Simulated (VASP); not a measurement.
Input of a VASP 6.6.1 run:

Contents of INCAR:

```
SYSTEM = AlRu
ALGO     = Normal         ! electronic algorithm
EDIFF    = 1E-7           ! SCF threshold, eV
ENCUT    = 520            ! plane-wave cutoff, eV
GGA      = PE             ! functional
ISIF     = 2              ! what is computed and relaxed
ISMEAR   = -1             ! smearing method
LASPH    = .True.         ! aspherical terms in the spheres
LCHARG   = .False.        ! write CHGCAR
LREAL    = .False.        ! projectors in reciprocal space
LWAVE    = .False.        ! write WAVECAR
NBANDS   = 25             ! bands
NELM     = 60             ! most SCF steps
PREC     = Accurate       ! precision mode
SIGMA    = 0.08           ! smearing width, eV
```

KPOINTS

```
k-points
0
Gamma
  11 11 6
  0 0 0
```

Contents of POSCAR:

```
AlRu
1.0
    2.3568617904      0.0000000000      0.0000000000
   -1.1784308952      2.0411021837      0.0000000000
    0.0000000000      0.0000000000      6.4615158918
Ru Al
2 2
Direct
    0.0000000000      0.0000000000      0.0000000000
    0.0000000000      0.0000000000      0.5000000000
    0.3333333333      0.6666666667      0.2500000000
    0.6666666667      0.3333333333      0.7500000000
```

Potentials or basis: VASP PAW PBE potentials, release 64 (Ru_pv, Al).

Run with:

```sh
$ cat potpaw_PBE.64/Ru_pv/POTCAR potpaw_PBE.64/Al/POTCAR > POTCAR
$ mpirun -np 1 vasp_std > vasp.out
```

Task: Estimate the band gap on the k mesh.

Result: Zero (band 17 reaches 24.54 eV, above the bottom of band 18 at 20.09 eV).

Task: What does it give for the pressure?

Result: 410.5 GPa.

Stress tensor (GPa, compression positive):
```
410.74   0.00   0.00
  0.00 410.74   0.00
  0.00   0.00 410.15
```
